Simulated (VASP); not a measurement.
# Ge (Imma) in VASP: a series of runs

The runs below take Ge through single point, with r2SCAN.

Everything below comes from runs of VASP 6.6.1. Logs are shortened: lines on timing, memory, paths and dates and some standing lists are left out, and cuts for length are marked.

### 1 The cell of the first run

The structure is orthorhombic, space group Imma (No. 74). Conventional cell: a = 4.992 Å, b = 5.302 Å, c = 2.874 Å, α = 90.00°, β = 90.00°, γ = 90.00°. Ge (site symmetry mm2) has 8 Ge at 2.68 to 3.08 Å within 3.5 Å.

### 2 Single point, r2SCAN

File POSCAR:

```
Ge
1.0
    3.9142559924      0.0000000030      0.0000000086
   -2.8592320955      2.6732362032      0.0000000077
   -0.3237519355     -1.4170343946      3.6343635183
Ge
2
Direct
    0.1859430000      0.9359430000      0.2500000000
    0.8140570000      0.0640570000      0.7500000000
```

File INCAR.step1:

```
SYSTEM = Ge
  PREC = Accurate
  ENCUT = 520
  ISMEAR = -1
  SIGMA = 0.1
  LREAL = .False.
  LASPH = .True.
  NELM = 80
  NBANDS = 21
  GGA = PE
  ALGO = Normal
  EDIFF = 1E-4
  LWAVE = .True.
  LCHARG = .False.
```

File INCAR.step2:

```
SYSTEM = Ge
  PREC = Accurate
  ENCUT = 520
  EDIFF = 1E-6
  ISMEAR = -1
  SIGMA = 0.1
  LREAL = .False.
  LASPH = .True.
  NELM = 80
  ALGO = Normal
  ISIF = 2
  LWAVE = .False.
  LCHARG = .False.
  METAGGA = R2SCAN
  LMIXTAU = .True.
  NBANDS = 21
  ISTART = 1
```

File KPOINTS:

```
Automatic mesh
0
Gamma
  11 11 11
  0 0 0
```

Potentials or basis: VASP PAW PBE potentials, release 64 (Ge_d).

The run is started by

```sh
> cat potpaw_PBE.64/Ge_d/POTCAR > POTCAR
> cp INCAR.step1 INCAR
> mpirun -np 1 vasp_std > vasp.out
> cp INCAR.step2 INCAR
> mpirun -np 1 vasp_std > vasp.out
```

OUTCAR:

```text
SYSTEM = Ge
   PREC = Accurate
   ENCUT = 520
   EDIFF = 1E-6
   ISMEAR = -1
   LREAL = .False.
   LASPH = .True.
   NELM = 80
   ISIF = 2
   METAGGA = R2SCAN
   ISTART = 1

 ion  position               nearest neighbor table
   1  0.186  0.936  0.250-   2 2.68   2 2.68   2 2.72   2 2.72
   2  0.814  0.064  0.750-   1 2.68   1 2.68   1 2.72   1 2.72

  LATTYP: Found a body centered orthorhombic cell.
 ALAT       =     2.8738940894
 B/A-ratio  =     1.7369450546
 C/A-ratio  =     1.8447884144

  Lattice vectors:

 A1 = (  -2.8592320955,   2.6732362032,   0.0000000077)
 A2 = (  -0.7312719614,  -1.2562018116,  -3.6343635346)
 A3 = (  -0.3237519355,  -1.4170343946,   3.6343635183)

Analysis of symmetry for initial positions (statically):
=====================================================================
 Subroutine PRICEL returns:
 Original cell was already a primitive cell.

 Routine SETGRP: Setting up the symmetry group for a
 body centered orthorhombic supercell.

 Subroutine GETGRP returns: Found  8 space group operations
 (whereof  4 operations were pure point group operations)
 out of a pool of  8 trial point group operations.

The static configuration has the point symmetry C_2h.
 The point group associated with its full space group is D_2h.

Analysis of symmetry for dynamics (positions and initial velocities):
=====================================================================
 Subroutine PRICEL returns:
 Original cell was already a primitive cell.

 Routine SETGRP: Setting up the symmetry group for a
 body centered orthorhombic supercell.

 Subroutine GETGRP returns: Found  8 space group operations
 (whereof  4 operations were pure point group operations)
 out of a pool of  8 trial point group operations.

The dynamic configuration has the point symmetry C_2h.
 The point group associated with its full space group is D_2h.

 Subroutine INISYM returns: Found  8 space group operations
 (whereof  4 operations are pure point group operations),
 and found     1 'primitive' translations

----------------------------------------------------------------------------------------

                                     Primitive cell

  volume of cell :      38.0290

  direct lattice vectors                    reciprocal lattice vectors
     3.914255992  0.000000003  0.000000009     0.255476392  0.273251686  0.129298572
    -2.859232095  2.673236203  0.000000008    -0.000000001  0.374078428  0.145852773
    -0.323751935 -1.417034395  3.634363518    -0.000000001 -0.000000001  0.275151342

  length of vectors
     3.914255992  3.914255992  3.914255992     0.395793875  0.401506789  0.275151342

  position of ions in fractional coordinates (direct lattice)
     0.185943000  0.935943000  0.250000000
     0.814057000  0.064057000  0.750000000

  ion indices of the primitive-cell ions
   primitive index   ion index
                 1           1
                 2           2

----------------------------------------------------------------------------------------

 KPOINTS: Automatic mesh

Automatic generation of k-mesh.
 Grid dimensions read from file:
 generate k-points for:   11   11   11

 Generating k-lattice:

  Cartesian coordinates                     Fractional coordinates (reciprocal lattice)
     0.023225127  0.024841062  0.011754416     0.090909091 -0.000000000  0.000000000
    -0.000000000  0.034007130  0.013259343    -0.000000000  0.090909091 -0.000000000
    -0.000000000 -0.000000000  0.025013758     0.000000000 -0.000000000  0.090909091

  Length of vectors
     0.035981261  0.036500617  0.025013758

  Shift w.r.t. Gamma in fractional coordinates (k-lattice)
     0.000000000  0.000000000  0.000000000

 Subroutine IBZKPT returns following result:
 ===========================================

 Found    216 irreducible k-points:

 Following reciprocal coordinates:
            Coordinates               Weight
  0.000000  0.000000  0.000000      1.000000
  0.090909 -0.000000  0.000000      4.000000
  0.181818 -0.000000  0.000000      4.000000
  0.272727  0.000000  0.000000      4.000000
  0.363636  0.000000  0.000000      4.000000
  0.454545 -0.000000  0.000000      4.000000
[... 16 lines left out ...]
  0.454545  0.181818  0.000000      8.000000
 -0.454545  0.181818 -0.000000      8.000000
 [... further k-points ...]
   k-points           NKPTS =    216   k-points in BZ     NKDIM =    216   number of bands    NBANDS=     21
   number of dos      NEDOS =    301   number of ions     NIONS =      2
   total plane-waves  NPLWV =  27000
   dimension x,y,z NGX =    30 NGY =   30 NGZ =   30
   dimension x,y,z NGXF=    60 NGYF=   60 NGZF=   60
   ions per type =               2
   NGX,Y,Z   is equivalent  to a cutoff of  12.74, 12.74, 12.74 a.u.
   NGXF,Y,Z  is equivalent  to a cutoff of  25.48, 25.48, 25.48 a.u.
 SYSTEM =  Ge
   PREC   = accura    normal or accurate (medium, high low for compatibility)
   ISTART =      1    job   : 0-new  1-cont  2-samecut
   ICHARG =      0    charge: 1-file 2-atom 10-const
   ISPIN  =      1    spin polarized calculation?
   LNONCOLLINEAR =      F non collinear calculations
   LSORBIT =      F    spin-orbit coupling
   LASPH  =      T    aspherical Exc in radial PAW
   ENCUT  =  520.0 eV  38.22 Ry    6.18 a.u.   7.28  7.28  7.28*2*pi/ulx,y,z
   NELM   =     80;   NELMIN=  2; NELMDL=  0     # of ELM steps
   EDIFF  = 0.1E-05   stopping-criterion for ELM
   LREAL  =      F    real-space projection
   EDIFFG = 0.1E-04   stopping-criterion for IOM
   NSW    =      0    number of steps for IOM
   IBRION =     -1    ionic relax: 0-MD 1-quasi-New 2-CG
   NFREE  =      0    steps in history (QN), initial steepest desc. (CG)
   ISIF   =      2    stress and relaxation
   ISYM   =      2    0-nonsym 1-usesym 2-fastsym
   POTIM  = 0.5000    time-step for ionic-motion
   TEBEG  =    0.0;   TEEND  =   0.0 temperature during run
   PSTRESS=    0.0 pullay stress
   NELECT =      28.0000    total number of electrons
   NUPDOWN=      -1.0000    fix difference up-down
   EMIN   =  10.00;   EMAX   =-10.00  energy-range for DOS
   EFERMI =   0.00;   METHOD = LEGACY
   ISMEAR =    -1;   SIGMA  =   0.10  broadening in eV -4-tet -1-fermi 0-gaus
   EFERMI_NEDOS =   21; number of points for ismear=-14 and -15
   IALGO  =     38    algorithm
   IMIX   =      4    mixing-type and parameters
     AMIX     =   0.40;   BMIX     =  1.00
     AMIX_MAG =   1.60;   BMIX_MAG =  1.00
  volume/ion in A,a.u.               =      19.01       128.32
  Fermi-wavevector in a.u.,A,eV,Ry     =   1.478277  2.793539 29.732857  2.185303
  Thomas-Fermi vector in A             =   2.592578
   LORBIT       =      0    0 simple, 1 ext, 2 COOP (PROOUT), +10 PAW based schemes
   METAGGA = R2SCAN    functional components
   LHFCALC =     F    Hartree Fock is set to
   AEXX    =    0.0000 exact exchange contribution
   IVDW    =     0    specifies the selected vdW correction
   LEPSILON=     F    determine dielectric tensor
   LRPA    =     F    only Hartree local field effects (RPA)
 non-spin polarized calculation
  energy-cutoff  :      520.00
  volume of cell :       38.03
 maximum number of plane-waves:      1044
 NGX is ok and might be reduce to    30
   NGX = 15   NGY = 15   NGZ = 15

 number of electron      28.0000014 magnetization

 Free energy of the ion-electron system (eV)
  ---------------------------------------------------
  ext. energy  EPLUGINS =         0.00000000
  ---------------------------------------------------
  free energy    TOTEN  =       -27.01294930 eV

  energy without entropy =      -26.98900833  energy(sigma->0) =      -27.00097882

 E-fermi :   6.4358     XC(G=0): -12.2401

 val. band max:        6.4290823692   @ k =   0.4545   0.1818   0.0000
 cond. band min:       6.4361466480   @ k =   0.4545   0.3636   0.0000
 fundamental gap:      0.0070642788
 Fermi energy:         6.4358268754

 k-point     1 :       0.0000    0.0000    0.0000
  band No.  band energies     occupation
      1     -19.0775      2.00000
      2     -18.9989      2.00000
      3     -18.9952      2.00000
      4     -18.9887      2.00000
      5     -18.9561      2.00000
      6     -18.9142      2.00000
[... 13 lines left out ...]
     20      17.5840      0.00000
     21      19.6791      0.00000

 k-point     2 :       0.0909   -0.0000    0.0000
  band No.  band energies     occupation
      1     -19.0710      2.00000
      2     -18.9915      2.00000
      3     -18.9845      2.00000
      4     -18.9832      2.00000
      5     -18.9579      2.00000
      6     -18.9169      2.00000
[... 13 lines left out ...]
     20      18.0516      0.00000
     21      19.0258      0.00000

 k-point     3 :       0.1818   -0.0000    0.0000
  band No.  band energies     occupation
      1     -19.0530      2.00000
      2     -18.9732      2.00000
      3     -18.9700      2.00000
      4     -18.9617      2.00000
      5     -18.9537      2.00000
      6     -18.9214      2.00000
[... 13 lines left out ...]
     20      16.2618      0.00000
     21      19.2344      0.00000

 k-point     4 :       0.2727    0.0000    0.0000
  band No.  band energies     occupation
      1     -19.0281      2.00000
      2     -18.9694      2.00000
      3     -18.9527      2.00000
      4     -18.9494      2.00000
      5     -18.9189      2.00000
      6     -18.9142      2.00000
[... 13 lines left out ...]
     20      15.0365      0.00000
     21      19.8640      0.00000

 k-point     5 :       0.3636    0.0000    0.0000
  band No.  band energies     occupation
      1     -19.0018      2.00000
      2     -18.9699      2.00000
      3     -18.9422      2.00000
      4     -18.9373      2.00000
      5     -18.9214      2.00000
      6     -18.9175      2.00000
[... 13 lines left out ...]
     20      15.5812      0.00000
     21      21.0851      0.00000
[... 382 lines left out ...]
     20      17.1778      0.00000
     21      19.1559      0.00000

 k-point    22 :       0.3636    0.1818    0.0000
  band No.  band energies     occupation
      1     -19.0084      2.00000
      2     -18.9794      2.00000
      3     -18.9612      2.00000
      4     -18.9258      2.00000
      5     -18.9224      2.00000
      6     -18.8961      2.00000
[... 13 lines left out ...]
     20      18.1709      0.00000
     21      19.4967      0.00000

 k-point    23 :       0.4545    0.1818    0.0000
  band No.  band energies     occupation
      1     -19.0009      2.00000
      2     -18.9714      2.00000
      3     -18.9484      2.00000
      4     -18.9399      2.00000
      5     -18.9166      2.00000
      6     -18.8920      2.00000
[... 13 lines left out ...]
     20      17.9267      0.00000
     21      19.1541      0.00000

 k-point    24 :      -0.4545    0.1818   -0.0000
  band No.  band energies     occupation
      1     -19.0032      2.00000
      2     -18.9667      2.00000
      3     -18.9544      2.00000
      4     -18.9360      2.00000
      5     -18.9281      2.00000
      6     -18.8941      2.00000
[... 13 lines left out ...]
     20      17.9938      0.00000
     21      18.1075      0.00000

 [... further k-points ...]

------------------------ aborting loop because EDIFF is reached ----------------------------------------

  FORCE on cell =-STRESS in cart. coord.  units (eV):
  Direction    XX          YY          ZZ          XY          YZ          ZX
  --------------------------------------------------------------------------------------
  -------------------------------------------------------------------------------------
  Total       -0.3547540     -0.3701541     -0.3239342     -0.0071991      0.0852048     -0.2158934
  in kB      -14.9459321    -15.5947435    -13.6474782     -0.3033027      3.5897147     -9.0956759
  external PRESSURE =     -14.7293846 kB  Pullay stress =       0.0000000 kB

 VOLUME and BASIS-vectors are now :
 -----------------------------------------------------------------------------
  energy-cutoff  :      520.00
  volume of cell :       38.03
      direct lattice vectors                 reciprocal lattice vectors
     3.914255992  0.000000003  0.000000009     0.255476392  0.273251686  0.129298572
    -2.859232095  2.673236203  0.000000008    -0.000000001  0.374078428  0.145852773
    -0.323751935 -1.417034395  3.634363518    -0.000000001 -0.000000001  0.275151342

 POSITION                                       TOTAL-FORCE (eV/Angst)
 -----------------------------------------------------------------------------------
     -2.02919      2.14774      0.90859        -0.029967     -0.075932     -0.000000
      2.76046     -0.89154      2.72577         0.029967      0.075932      0.000000
 -----------------------------------------------------------------------------------
    total drift:                               -0.000000     -0.000000      0.000000

  FREE ENERGIE OF THE ION-ELECTRON SYSTEM (eV)
  ---------------------------------------------------
  free  energy   TOTEN  =       -27.0129493037 eV

  energy  without entropy=      -26.9890083322  energy(sigma->0) =      -27.00097882
```

Wall time 5.6 min (1 thread of Intel Xeon 6975P-C (Granite Rapids), shared host); peak memory 0.27 GiB.

Results:

```
Free energy            : -27.0129 eV
Pressure               : -1.5 GPa
Largest force          : 0.082 eV/Å
Band gap on the k mesh : zero (bands 14 and 15 overlap by 5.48 eV)
```

Forces on the atoms (eV/Å):
```
Ge  -0.030 -0.076  0.000
Ge   0.030  0.076  0.000
```

Caveat: the PAW data sets were made with another functional, which shifts forces and pressure a little.

### 3 Single point, r2SCAN

POSCAR is that of step 2.

File INCAR.step1:

```
  PREC = Accurate
  ENCUT = 520
  ISMEAR = -1
  SIGMA = 0.1
  LREAL = F
  LASPH = T
  NELM = 100
  NBANDS = 21
  GGA = PE
  ALGO = Normal
  EDIFF = 1E-4
  LWAVE = T
  LCHARG = F
```

File INCAR.step2:

```
  PREC = Accurate
  ENCUT = 520
  EDIFF = 1E-6
  ISMEAR = -1
  SIGMA = 0.1
  LREAL = F
  LASPH = T
  NELM = 100
  ALGO = Normal
  ISIF = 2
  LWAVE = F
  LCHARG = F
  METAGGA = R2SCAN
  LMIXTAU = T
  NBANDS = 21
  ISTART = 1
```

File KPOINTS:

```
Automatic mesh
0
Gamma
  11 11 11
```

Potentials or basis: VASP PAW PBE potentials, release 64 (Ge_d).

The run is started by

```sh
> cat potpaw_PBE.64/Ge_d/POTCAR > POTCAR
> cp INCAR.step1 INCAR
> mpirun -np 1 vasp_std > vasp.out
> cp INCAR.step2 INCAR
> mpirun -np 1 vasp_std > vasp.out
```

It took 5.3 min on 1 thread of Intel Xeon 6975P-C (Granite Rapids), shared host; peak memory 0.27 GiB.

The run converged. Its results:

```
Free energy            : -27.0129 eV
Pressure               : -1.5 GPa
Largest force          : 0.082 eV/Å
Band gap on the k mesh : zero (bands 14 and 15 overlap by 5.48 eV)
```

Forces in eV/Å, atoms in the order of the input:
```
Ge  -0.030 -0.076  0.000
Ge   0.030  0.076  0.000
```

Stress tensor (GPa, compression positive):
```
-1.49 -0.03 -0.91
-0.03 -1.56  0.36
-0.91  0.36 -1.36
```

Levels at points of the mesh, in eV from the Fermi level:
```
           k point  band 10  band 11  band 12  band 13  band 14  band 15  band 16  band 17  band 18  band 19
(0.00, 0.00, 0.00)   -25.18   -13.75    -3.87    -2.60    -2.10     3.92     7.27     7.54     8.28     8.62
```

Caveat: the PAW data sets were made with another functional, which shifts forces and pressure a little.
